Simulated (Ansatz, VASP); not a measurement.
C in VASP and in Ansatz

```
C
1.0
     2.51122    0.00000    0.00000
    -1.25561    2.17478    0.00000
     0.00000    0.00000    4.24301
C
4
Direct
  0.33333 0.66667 0.99961
  0.66667 0.33333 0.49961
  0.33333 0.66667 0.37439
  0.66667 0.33333 0.87439
```

Change from the starting cell: strained cell.

Alike in both runs: task relaxation of the atoms; functional PBE; k mesh 9 × 9 × 6; occupations gaussian, width 0.02 eV; no spin polarisation.

```csv
,VASP,Ansatz
version,VASP 6.6.1,Ansatz 0.2.0
potentials or method,"VASP PAW PBE potentials, release 64 (C), cutoff 520 eV","scalar-relativistic, plane waves, PAW"
valence electrons in the cell,16,16
```

|  | VASP | Ansatz | Ansatz less VASP |
| --- | --- | --- | --- |
| gap on the k mesh at the Fermi level, each at its own relaxed structure (eV) | 3.39 | 3.42 | +0.024 |

Ansatz's warnings: stress scf threshold loose.
